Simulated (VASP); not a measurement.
# Al (C222_1) in VASP: a series of runs

Al is run at these levels: PBE+D3(BJ); tasks: single point.

Everything below comes from runs of VASP 6.6.1. Logs are shortened: lines on timing, memory, paths and dates and some standing lists are left out, and cuts for length are marked.

## Step 1: The cell of the first run

It takes space group C222_1 (No. 20, orthorhombic). The conventional cell has a = 2.852 Å, b = 4.940 Å, c = 9.241 Å, α = 90.00°, β = 90.00°, γ = 90.00°. Al (site symmetry 2) has 12 Al at 2.78 to 2.90 Å within 3.7 Å. Al (site symmetry 2) has 12 Al at 2.78 to 2.90 Å within 3.7 Å.

## Step 2: Single point, PBE+D3(BJ)

Input file INCAR:

```
PREC = Accurate
ENCUT = 520
EDIFF = 1E-7
ISMEAR = 0
SIGMA = 0.15
LREAL = False
LASPH = True
NELM = 60
ALGO = Fast
ISIF = 2
LWAVE = False
LCHARG = False
GGA = PE
IVDW = 12
NBANDS = 14
```

Input file KPOINTS:

```
regular mesh
0
Gamma
  18 18 4
```

Input file POSCAR:

```
Al
1.0
    2.8518540810      0.0000000000      0.0000000000
   -1.4259270405      2.4697780820      0.0000000000
    0.0000000000      0.0000000000      9.2410470711
Al
4
Direct
   -0.0431349629      0.0000000000      0.0000000000
    0.3333333333      0.6666666667      0.2500000000
    0.0431349629      0.0000000000      0.5000000000
    0.6666666667      0.3333333333      0.7500000000
```

Potentials or basis: VASP PAW PBE potentials, release 64 (Al).

Command:

```console
$ cat potpaw_PBE.64/Al/POTCAR > POTCAR
$ mpirun -np 1 vasp_std > vasp.out
```

OUTCAR:

```text
PREC = Accurate
   ENCUT = 520
   EDIFF = 1E-7
   ISMEAR = 0
   LREAL = False
   LASPH = True
   NELM = 60
   ISIF = 2
   GGA = PE
   IVDW = 12
 IVDW          = 12

 ion  position               nearest neighbor table
   1  0.957  0.000  0.000-   4 2.78   2 2.78   2 2.84   4 2.84   2 2.90   4 2.90
   2  0.333  0.667  0.250-   3 2.78   1 2.78   1 2.84   3 2.84   1 2.90   3 2.90
   3  0.043  0.000  0.500-   2 2.78   4 2.78   4 2.84   2 2.84   4 2.90   2 2.90
   4  0.667  0.333  0.750-   1 2.78   3 2.78   3 2.84   1 2.84   3 2.90   1 2.90

  LATTYP: Found a hexagonal cell.
 ALAT       =     2.8518540810
 C/A-ratio  =     3.2403646220

  Lattice vectors:

 A1 = (   2.8518540810,   0.0000000000,   0.0000000000)
 A2 = (  -1.4259270405,   2.4697780820,   0.0000000000)
 A3 = (   0.0000000000,   0.0000000000,   9.2410470711)

Analysis of symmetry for initial positions (statically):
=====================================================================
 Subroutine PRICEL returns:
 Original cell was already a primitive cell.

 Routine SETGRP: Setting up the symmetry group for a
 hexagonal supercell.

 Subroutine GETGRP returns: Found  4 space group operations
 (whereof  2 operations were pure point group operations)
 out of a pool of 24 trial point group operations.

The static configuration has the point symmetry C_2 .
 The point group associated with its full space group is D_2 .

Analysis of symmetry for dynamics (positions and initial velocities):
=====================================================================
 Subroutine PRICEL returns:
 Original cell was already a primitive cell.

 Routine SETGRP: Setting up the symmetry group for a
 hexagonal supercell.

 Subroutine GETGRP returns: Found  4 space group operations
 (whereof  2 operations were pure point group operations)
 out of a pool of 24 trial point group operations.

The dynamic configuration has the point symmetry C_2 .
 The point group associated with its full space group is D_2 .

 Subroutine INISYM returns: Found  4 space group operations
 (whereof  2 operations are pure point group operations),
 and found     1 'primitive' translations

----------------------------------------------------------------------------------------

                                     Primitive cell

  volume of cell :      65.0888

  direct lattice vectors                    reciprocal lattice vectors
     2.851854081  0.000000000  0.000000000     0.350649077  0.202447339  0.000000000
    -1.425927040  2.469778082  0.000000000     0.000000000  0.404894677  0.000000000
     0.000000000  0.000000000  9.241047071     0.000000000  0.000000000  0.108212846

  length of vectors
     2.851854081  2.851854081  9.241047071     0.404894677  0.404894677  0.108212846

  position of ions in fractional coordinates (direct lattice)
     0.956865037  0.000000000  0.000000000
     0.333333333  0.666666667  0.250000000
     0.043134963  0.000000000  0.500000000
     0.666666667  0.333333333  0.750000000

  ion indices of the primitive-cell ions
   primitive index   ion index
                 1           1
                 2           2
                 3           3
                 4           4

----------------------------------------------------------------------------------------

 KPOINTS: regular mesh

Automatic generation of k-mesh.
 Grid dimensions read from file:
 generate k-points for:   18   18    4

 Generating k-lattice:

  Cartesian coordinates                     Fractional coordinates (reciprocal lattice)
     0.019480504  0.011247074  0.000000000     0.055555556  0.000000000  0.000000000
     0.000000000  0.022494149  0.000000000     0.000000000  0.055555556  0.000000000
     0.000000000  0.000000000  0.027053211     0.000000000  0.000000000  0.250000000

  Length of vectors
     0.022494149  0.022494149  0.027053211

  Shift w.r.t. Gamma in fractional coordinates (k-lattice)
     0.000000000  0.000000000  0.000000000

 Subroutine IBZKPT returns following result:
 ===========================================

 Found    273 irreducible k-points:

 Following reciprocal coordinates:
            Coordinates               Weight
  0.000000  0.000000  0.000000      1.000000
  0.055556 -0.000000  0.000000      4.000000
  0.000000  0.055556  0.000000      2.000000
  0.111111 -0.000000  0.000000      4.000000
  0.000000  0.111111  0.000000      2.000000
  0.166667  0.000000  0.000000      4.000000
[... 16 lines left out ...]
 -0.055556  0.166667  0.000000      4.000000
 -0.166667  0.111111  0.000000      4.000000
 [... further k-points ...]
   k-points           NKPTS =    273   k-points in BZ     NKDIM =    273   number of bands    NBANDS=     14
   number of dos      NEDOS =    301   number of ions     NIONS =      4
   total plane-waves  NPLWV =  40320
   dimension x,y,z NGX =    24 NGY =   24 NGZ =   70
   dimension x,y,z NGXF=    48 NGYF=   48 NGZF=  140
   ions per type =               4
   NGX,Y,Z   is equivalent  to a cutoff of  13.99, 13.99, 12.59 a.u.
   NGXF,Y,Z  is equivalent  to a cutoff of  27.98, 27.98, 25.19 a.u.
 SYSTEM =  unknown system
   PREC   = accura    normal or accurate (medium, high low for compatibility)
   ISTART =      0    job   : 0-new  1-cont  2-samecut
   ICHARG =      2    charge: 1-file 2-atom 10-const
   ISPIN  =      1    spin polarized calculation?
   LNONCOLLINEAR =      F non collinear calculations
   LSORBIT =      F    spin-orbit coupling
   LASPH  =      T    aspherical Exc in radial PAW
   ENCUT  =  520.0 eV  38.22 Ry    6.18 a.u.   5.30  5.30 17.18*2*pi/ulx,y,z
   NELM   =     60;   NELMIN=  2; NELMDL= -5     # of ELM steps
   EDIFF  = 0.1E-06   stopping-criterion for ELM
   LREAL  =      F    real-space projection
   EDIFFG = 0.1E-05   stopping-criterion for IOM
   NSW    =      0    number of steps for IOM
   IBRION =     -1    ionic relax: 0-MD 1-quasi-New 2-CG
   NFREE  =      0    steps in history (QN), initial steepest desc. (CG)
   ISIF   =      2    stress and relaxation
   ISYM   =      2    0-nonsym 1-usesym 2-fastsym
   POTIM  = 0.5000    time-step for ionic-motion
   TEBEG  =    0.0;   TEEND  =   0.0 temperature during run
   PSTRESS=    0.0 pullay stress
   NELECT =      12.0000    total number of electrons
   NUPDOWN=      -1.0000    fix difference up-down
   EMIN   =  10.00;   EMAX   =-10.00  energy-range for DOS
   EFERMI =   0.00;   METHOD = LEGACY
   ISMEAR =     0;   SIGMA  =   0.15  broadening in eV -4-tet -1-fermi 0-gaus
   EFERMI_NEDOS =   21; number of points for ismear=-14 and -15
   IALGO  =     68    algorithm
   IMIX   =      4    mixing-type and parameters
     AMIX     =   0.40;   BMIX     =  1.00
     AMIX_MAG =   1.60;   BMIX_MAG =  1.00
  volume/ion in A,a.u.               =      16.27       109.81
  Fermi-wavevector in a.u.,A,eV,Ry     =   0.931751  1.760754 11.812028  0.868160
  Thomas-Fermi vector in A             =   2.058277
   LORBIT       =      0    0 simple, 1 ext, 2 COOP (PROOUT), +10 PAW based schemes
   GGA     = PE    functional components
   LHFCALC =     F    Hartree Fock is set to
   AEXX    =    0.0000 exact exchange contribution
   IVDW    =    12    specifies the selected vdW correction
   LEPSILON=     F    determine dielectric tensor
   LRPA    =     F    only Hartree local field effects (RPA)
 non-spin polarized calculation
 RMM-DIIS sequential band-by-band and
 Gauss-broadening in eV      SIGMA  =   0.15
  energy-cutoff  :      520.00
  volume of cell :       65.09
 maximum number of plane-waves:      1775
 NGX is ok and might be reduce to    24
   NGX = 11   NGY = 11   NGZ = 35

 number of electron      12.0000000 magnetization

 Free energy of the ion-electron system (eV)
  ---------------------------------------------------
  ext. energy  EPLUGINS =         0.00000000
  ---------------------------------------------------
  free energy    TOTEN  =       -14.92457521 eV

  energy without entropy =      -14.90741805  energy(sigma->0) =      -14.91599663

 E-fermi :   8.1258     XC(G=0): -10.2473

 val. band max:        8.1074034002   @ k =  -0.3889   0.2778   0.2500
 cond. band min:       8.1285915506   @ k =  -0.1111   0.3889   0.2500
 fundamental gap:      0.0211881504
 Fermi energy:         8.1258479401

 k-point     1 :       0.0000    0.0000    0.0000
  band No.  band energies     occupation
      1      -3.0866      2.00000
      2      -1.3661      2.00000
      3      -1.3610      2.00000
      4       3.5388      2.00000
      5       3.8437      2.00000
      6      11.7529      0.00000
      7      11.7655      0.00000
      8      18.7986      0.00000
      9      18.8283      0.00000
     10      18.9749      0.00000
     11      19.0031      0.00000
     12      19.9984      0.00000
     13      20.0279      0.00000
     14      20.1630      0.00000

 k-point     2 :       0.0556   -0.0000    0.0000
  band No.  band energies     occupation
      1      -3.0117      2.00000
      2      -1.2921      2.00000
      3      -1.2871      2.00000
      4       3.6080      2.00000
      5       3.9168      2.00000
      6      11.8112      0.00000
      7      11.8271      0.00000
      8      17.2151      0.00000
      9      17.8068      0.00000
     10      18.5837      0.00000
     11      18.6466      0.00000
     12      19.0965      0.00000
     13      19.2111      0.00000
     14      19.3165      0.00000
[... 343 lines left out ...]
      1      -2.5634      2.00000
      2      -0.8491      2.00000
      3      -0.8443      2.00000
      4       4.0232      2.00000
      5       4.3523      2.00000
      6      12.1043      0.00000
      7      12.1763      0.00000
      8      14.2323      0.00000
      9      15.3324      0.00000
     10      15.5811      0.00000
     11      15.6609      0.00000
     12      16.8273      0.00000
     13      16.8955      0.00000
     14      19.0813      0.00000

 k-point    24 :      -0.1667    0.1111    0.0000
  band No.  band energies     occupation
      1      -2.5634      2.00000
      2      -0.8491      2.00000
      3      -0.8443      2.00000
      4       4.0231      2.00000
      5       4.3523      2.00000
      6      12.1022      0.00000
      7      12.1726      0.00000
      8      14.2489      0.00000
      9      15.3232      0.00000
     10      15.5824      0.00000
     11      15.6529      0.00000
     12      16.8326      0.00000
     13      16.8954      0.00000
     14      19.0769      0.00000

 [... further k-points ...]

------------------------ aborting loop because EDIFF is reached ----------------------------------------

 Edisp (eV)   -1.36479

 E8    (eV) :    -0.6104

  FORCE on cell =-STRESS in cart. coord.  units (eV):
  Direction    XX          YY          ZZ          XY          YZ          ZX
  --------------------------------------------------------------------------------------
  -------------------------------------------------------------------------------------
  Total      -1.03597    -1.03351    -0.39983     0.00000     0.00000     0.00000
  in kB     -25.50063   -25.44002    -9.84181     0.00000     0.00000     0.00000
  external pressure =      -20.26 kB  Pullay stress =        0.00 kB

 VOLUME and BASIS-vectors are now :
 -----------------------------------------------------------------------------
  energy-cutoff  :      520.00
  volume of cell :       65.09
      direct lattice vectors                 reciprocal lattice vectors
     2.851854081  0.000000000  0.000000000     0.350649077  0.202447339  0.000000000
    -1.425927040  2.469778082  0.000000000     0.000000000  0.404894677  0.000000000
     0.000000000  0.000000000  9.241047071     0.000000000  0.000000000  0.108212846

 POSITION                                       TOTAL-FORCE (eV/Angst)
 -----------------------------------------------------------------------------------
      2.72884      0.00000      0.00000         0.094567      0.000000      0.000000
     -0.00000      1.64652      2.31026        -0.000000     -0.020059      0.000000
      0.12301      0.00000      4.62052        -0.094567      0.000000      0.000000
      1.42593      0.82326      6.93079        -0.000000      0.020059      0.000000
 -----------------------------------------------------------------------------------
    total drift:                                0.000000      0.000000      0.000000

  FREE ENERGIE OF THE ION-ELECTRON SYSTEM (eV)
  ---------------------------------------------------
  free  energy   TOTEN  =       -16.2893680606 eV

  energy  without entropy=      -16.2722108955  energy(sigma->0) =      -16.28078948
```

It took 3 min on 1 thread of Intel Xeon Platinum 8488C (Sapphire Rapids), shared host; peak memory 0.32 GiB.

What came out:

```yaml
Free_energy: -16.2894 eV
Pressure: -2.0 GPa
Largest_force: 0.095 eV/Å
Band_gap_on_the_k_mesh: zero (band 6 reaches 12.17 eV, above the bottom of band 7 at 6.54 eV)
Dispersion_energy_per_atom: -0.341 eV
```

Forces in eV/Å, atoms in the order of the input:
```
Al   0.095  0.000  0.000
Al   0.000 -0.020  0.000
Al  -0.095  0.000  0.000
Al   0.000  0.020  0.000
```

Stress tensor (GPa, compression positive):
```
-2.55  0.00  0.00
 0.00 -2.54  0.00
 0.00  0.00 -0.98
```

Levels at points of the mesh, in eV from the Fermi level:
```
           k point  band 4  band 5  band 6  band 7  band 8  band 9
(0.00, 0.00, 0.00)   -4.59   -4.28    3.63    3.64   10.67   10.70
(0.50, 0.00, 0.00)   -3.87   -3.36   -3.27    0.88    1.29    1.44
(0.00, 0.50, 0.00)   -3.88   -3.35   -3.25    0.85    1.31    1.42
(0.00, 0.00, 0.50)   -7.37   -0.75   -0.75    8.56    8.56   11.00
(0.50, 0.00, 0.50)   -4.83   -1.86   -1.86   -1.16   -1.16    4.68
(0.00, 0.50, 0.50)   -4.83   -1.84   -1.84   -1.18   -1.18    4.69
```

Caveat: pairwise dispersion overbinds metals, which lowers pressure and volume.

(Part 1 of 2 ends here.)
